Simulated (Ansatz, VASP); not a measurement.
# Be: VASP beside Ansatz

```
Be
1.0
    -1.24691    1.24691    1.24691
     1.24691   -1.24691    1.24691
     1.24691    1.24691   -1.24691
Be
1
Direct
  0.00000 0.00000 0.00000
```

Alike in both runs: functional PBEsol; k mesh 10 × 10 × 10; occupations gaussian, width 0.1 eV; no spin polarisation.

Ansatz relaxed the structure, and its values are those at the end. VASP's run is a single point on that final structure, the one shown.

|  | VASP | Ansatz |
| --- | --- | --- |
| version | VASP 6.6.1 | Ansatz 0.2.0 |
| potentials or method | VASP PAW PBE potentials, release 64 (Be), cutoff 600 eV | scalar-relativistic, plane waves, PAW |
| valence electrons in the cell | 2 | 2 |

Ansatz gave:

| Quantity | Value |
| --- | --- |
| gap on the k mesh at the Fermi level (eV) | none |
| pressure (GPa) | 0.0 |

Q: Which values does VASP return?

A: gap on the k mesh at the Fermi level (eV): none; pressure (GPa): 0.3.

VASP's potentials were made for PBE, not for PBEsol. A gap of «none» marks a metal or a gap that the smearing closes. The functional is the same, so the differences come from potentials, cutoffs and numerics.
